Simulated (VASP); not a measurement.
# Hf (a cell with a defect) in VASP: single point with PBE

Aim: the single point of Hf (a cell with a defect) with PBE.

Program: VASP 6.6.1. These are calculated values, not measurements. Logs are shortened: lines on timing, memory, paths and dates and some standing lists are left out, and cuts for length are marked.

**1. The cell of the first run**

The cell holds a defect, 7 atoms: a = 6.363 Å, b = 6.363 Å, c = 6.363 Å, α = 60.00°, β = 60.00°, γ = 60.00°.

**2. Single point, PBE**

Contents of INCAR:

```
SYSTEM = Hf
ALGO = Normal
EDIFF = 1E-7
ENCUT = 520
GGA = PE
ISIF = 2
ISMEAR = -1
LASPH = .True.
LCHARG = .False.
LREAL = .False.
LWAVE = .False.
NBANDS = 44
NELM = 100
PREC = Accurate
SIGMA = 0.05
```

Contents of KPOINTS:

```
k-points
0
Gamma
  3 3 3
  0 0 0
```

Contents of POSCAR:

```
Hf
1.0
    0.0000000000      4.4991440000      4.4991440000
    4.4991440000      0.0000000000      4.4991440000
    4.4991440000      4.4991440000      0.0000000000
Hf
7
Direct
   -0.0218179280      0.0025411500      0.0191389740
    0.0257976851     -0.0364886076      0.5472273170
    0.0178879582      0.4961467115      0.5255960912
    0.4661460047      0.0138844189     -0.0016936555
    0.5239700041      0.0267483103      0.4741289676
    0.4571337348      0.5225421769     -0.0461288859
    0.9046923148      0.4870639837      0.0937073808
```

Potentials or basis: VASP PAW PBE potentials, release 64 (Hf_pv).

On the command line:

```console
$ cat potpaw_PBE.64/Hf_pv/POTCAR > POTCAR
$ mpirun -np 1 vasp_std > vasp.out
```

OUTCAR:

```text
SYSTEM = Hf
   EDIFF = 1E-7
   ENCUT = 520
   GGA = PE
   ISIF = 2
   ISMEAR = -1
   LASPH = .True.
   LREAL = .False.
   NELM = 100
   PREC = Accurate

 ion  position               nearest neighbor table
   1  0.978  0.003  0.019-   5 2.90   2 2.99   4 3.08   6 3.08   7 3.12   3 3.15   3 3.23   4 3.29
                             7 3.31   6 3.34   2 3.40   5 3.47
   2  0.026  0.964  0.547-   1 2.99   3 3.07   5 3.17   7 3.17   4 3.19   4 3.25   5 3.25   3 3.30
                             7 3.32   1 3.40   6 3.77
   3  0.018  0.496  0.526-   2 3.07   5 3.11   1 3.15   7 3.20   6 3.21   1 3.23   5 3.27   6 3.28
                             7 3.29   2 3.30
   4  0.466  0.014  0.998-   1 3.08   6 3.08   7 3.11   5 3.13   2 3.19   2 3.25   5 3.27   1 3.29
                             6 3.31   7 3.33
   5  0.524  0.027  0.474-   1 2.90   3 3.11   4 3.13   2 3.17   6 3.17   2 3.25   3 3.27   4 3.27
                             6 3.27   1 3.47   7 3.80
   6  0.457  0.523  0.954-   4 3.08   1 3.08   5 3.17   3 3.21   7 3.26   7 3.27   5 3.27   3 3.28
                             4 3.31   1 3.34   2 3.77
   7  0.905  0.487  0.094-   4 3.11   1 3.12   2 3.17   3 3.20   6 3.26   6 3.27   3 3.29   1 3.31
                             2 3.32   4 3.33   5 3.80

  LATTYP: Found a face centered cubic cell.
 ALAT       =     8.9982880000

  Lattice vectors:

 A1 = (   0.0000000000,   4.4991440000,   4.4991440000)
 A2 = (   4.4991440000,   0.0000000000,   4.4991440000)
 A3 = (   4.4991440000,   4.4991440000,   0.0000000000)

Analysis of symmetry for initial positions (statically):
=====================================================================
 Subroutine PRICEL returns:
 Original cell was already a primitive cell.

 Routine SETGRP: Setting up the symmetry group for a
 face centered cubic supercell.

 Subroutine GETGRP returns: Found  1 space group operations
 (whereof  1 operations were pure point group operations)
 out of a pool of 48 trial point group operations.

The static configuration has the point symmetry C_1 .

Analysis of symmetry for dynamics (positions and initial velocities):
=====================================================================
 Subroutine PRICEL returns:
 Original cell was already a primitive cell.

 Routine SETGRP: Setting up the symmetry group for a
 face centered cubic supercell.

 Subroutine GETGRP returns: Found  1 space group operations
 (whereof  1 operations were pure point group operations)
 out of a pool of 48 trial point group operations.

The dynamic configuration has the point symmetry C_1 .
[... 101 lines left out ...]
   NSW    =      0    number of steps for IOM
   IBRION =     -1    ionic relax: 0-MD 1-quasi-New 2-CG
   NFREE  =      0    steps in history (QN), initial steepest desc. (CG)
   ISIF   =      2    stress and relaxation
   ISYM   =      2    0-nonsym 1-usesym 2-fastsym
   POTIM  = 0.5000    time-step for ionic-motion
   TEBEG  =    0.0;   TEEND  =   0.0 temperature during run
   PSTRESS=    0.0 pullay stress
   NELECT =      70.0000    total number of electrons
   NUPDOWN=      -1.0000    fix difference up-down
   EMIN   =  10.00;   EMAX   =-10.00  energy-range for DOS
   EFERMI =   0.00;   METHOD = LEGACY
   ISMEAR =    -1;   SIGMA  =   0.05  broadening in eV -4-tet -1-fermi 0-gaus
   EFERMI_NEDOS =   21; number of points for ismear=-14 and -15
   IALGO  =     38    algorithm
   IMIX   =      4    mixing-type and parameters
     AMIX     =   0.40;   BMIX     =  1.00
     AMIX_MAG =   1.60;   BMIX_MAG =  1.00
  volume/ion in A,a.u.               =      26.02       175.60
  Fermi-wavevector in a.u.,A,eV,Ry     =   1.190239  2.249226 19.274960  1.416670
  Thomas-Fermi vector in A             =   2.326328
   LORBIT       =      0    0 simple, 1 ext, 2 COOP (PROOUT), +10 PAW based schemes
   GGA     = PE    functional components
   LHFCALC =     F    Hartree Fock is set to
   AEXX    =    0.0000 exact exchange contribution
   IVDW    =     0    specifies the selected vdW correction
   LEPSILON=     F    determine dielectric tensor
   LRPA    =     F    only Hartree local field effects (RPA)
 non-spin polarized calculation
  energy-cutoff  :      520.00
  volume of cell :      182.15
 maximum number of plane-waves:      4926
   NGX = 23   NGY = 23   NGZ = 23

 number of electron      70.0000002 magnetization

 Free energy of the ion-electron system (eV)
  ---------------------------------------------------
  ext. energy  EPLUGINS =         0.00000000
  ---------------------------------------------------
  free energy    TOTEN  =       -66.49271776 eV

  energy without entropy =      -66.40335129  energy(sigma->0) =      -66.44803452

 E-fermi :   3.6993     XC(G=0): -10.5188

 val. band max:        3.6982710655   @ k =   0.3333   0.0000  -0.3333
 cond. band min:       3.7104921011   @ k =   0.0000   0.0000   0.3333
 fundamental gap:      0.0122210356
 Fermi energy:         3.6992580816

 k-point     1 :       0.0000    0.0000    0.0000
  band No.  band energies     occupation
      1     -27.3734      2.00000
      2     -27.3593      2.00000
      3     -27.3254      2.00000
      4     -27.3126      2.00000
      5     -27.2854      2.00000
      6     -27.2600      2.00000
[... 647 lines left out ...]
     43       5.0127      0.00000
     44       5.5484      0.00000

------------------------ aborting loop because EDIFF is reached ----------------------------------------

  FORCE on cell =-STRESS in cart. coord.  units (eV):
  Direction    XX          YY          ZZ          XY          YZ          ZX
  --------------------------------------------------------------------------------------
  -------------------------------------------------------------------------------------
  Total       -8.0213845     -8.4624463     -7.8431057     -0.6138713     -0.3526337      1.3940200
  in kB      -70.5570216    -74.4366524    -68.9888610     -5.3996831     -3.1018063     12.2619608
  external PRESSURE =     -71.3275117 kB  Pullay stress =       0.0000000 kB

 VOLUME and BASIS-vectors are now :
 -----------------------------------------------------------------------------
  energy-cutoff  :      520.00
  volume of cell :      182.15
      direct lattice vectors                 reciprocal lattice vectors
     0.000000000  4.499144000  4.499144000    -0.111132251  0.111132251  0.111132251
     4.499144000  0.000000000  4.499144000     0.111132251 -0.111132251  0.111132251
     4.499144000  4.499144000  0.000000000     0.111132251  0.111132251 -0.111132251

 POSITION                                       TOTAL-FORCE (eV/Angst)
 -----------------------------------------------------------------------------------
      0.09754      4.48709      4.41241        -0.021165      0.009045      0.006572
      6.79703      2.57812      4.45104        -0.029737      0.016915     -0.014573
      4.59697      2.44521      2.31272        -0.038669      0.011874     -0.014201
      4.55399      6.58878      2.15973         0.020511     -0.040807      0.054074
      2.25352      4.49059      2.47776        -0.050003     -0.006813      0.006276
      6.64260      6.34831      4.40770         0.025817      0.015338      0.043332
      2.61297      4.49194      6.26171         0.093245     -0.005552     -0.081480
 -----------------------------------------------------------------------------------
    total drift:                               -0.000028     -0.000203     -0.000052

  FREE ENERGIE OF THE ION-ELECTRON SYSTEM (eV)
  ---------------------------------------------------
  free  energy   TOTEN  =       -66.4927177618 eV

  energy  without entropy=      -66.4033512853  energy(sigma->0) =      -66.44803452
```

stdout:

```text
POSCAR found type information on POSCAR Hf
 POSCAR found :  1 types and       7 ions
 scaLAPACK will be used
 LDA part: xc-table for (Slater+PW92), standard interpolation
 POSCAR, INCAR and KPOINTS ok, starting setup
 FFT: planning ... GRIDC
 FFT: planning ... GRID_SOFT
 FFT: planning ... GRID
 WAVECAR not read
 entering main loop
```

Run time: 2 min. Hardware: 1 thread of Intel Xeon 6975P-C (Granite Rapids), shared host; peak memory 0.34 GiB.

Results:

- Free energy: -66.4927 eV
- Pressure: -7.1 GPa
- Largest force: 0.124 eV/Å
- Band gap on the k mesh: zero (band 35 reaches 4.45 eV, above the bottom of band 36 at 3.60 eV)

Forces in eV/Å, atoms in the order of the input:
```
Hf  -0.021  0.009  0.007
Hf  -0.030  0.017 -0.015
Hf  -0.039  0.012 -0.014
Hf   0.021 -0.041  0.054
Hf  -0.050 -0.007  0.006
Hf   0.026  0.015  0.043
Hf   0.093 -0.006 -0.081
```

Stress tensor (GPa, compression positive):
```
-7.06 -0.54  1.23
-0.54 -7.44 -0.31
 1.23 -0.31 -6.90
```

Caveat: the k points lie up to 0.40 Å⁻¹ apart; spin-orbit coupling is left out, which moves the levels of the heavy elements.
